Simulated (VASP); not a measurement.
Input of a VASP 6.6.1 run:

INCAR

```
ALGO = Normal
DIPOL = 0.5 0.5 0.500
EDIFF = 1E-7
EDIFFG = -0.03
ENCUT = 450
GGA = PS
GGA_COMPAT = F
IBRION = 2
IDIPOL = 3
ISIF = 2
ISMEAR = 0
LASPH = T
LCHARG = F
LDIPOL = T
LREAL = F
LWAVE = F
NELM = 120
NELMDL = -8
NELMIN = 4
NSW = 90
PREC = Accurate
SIGMA = 0.1
```

Contents of KPOINTS:

```
k-points
0
Gamma
  9 9 1
```

Contents of POSCAR:

```
Tl
1.0
    3.3348130646      0.0000000000      0.0000000000
   -1.1116043549      3.1440919093      0.0000000000
    0.0000000000      0.0000000000     22.4457269306
Tl
3
Selective dynamics
Direct
    0.5000000000      0.5000000000      0.3786912327  F F F
    0.0000000000      0.0000000000      0.5000000000  T T T
    0.5000000000      0.5000000000      0.6213087673  T T T
```

Potentials or basis: VASP PAW PBE potentials, release 64 (Tl_d).

Run with:

```console
$ cat potpaw_PBE.64/Tl_d/POTCAR > POTCAR
$ mpirun -np 1 vasp_std > vasp.out
```

(1) Estimate the band gap on the k mesh.

Results:

(1) zero (an odd number of electrons rules out a gap without spin polarisation).

Caveat: the relaxation stopped at its first step, so nothing moved; spin-orbit coupling is left out, which moves the levels of the heavy elements.
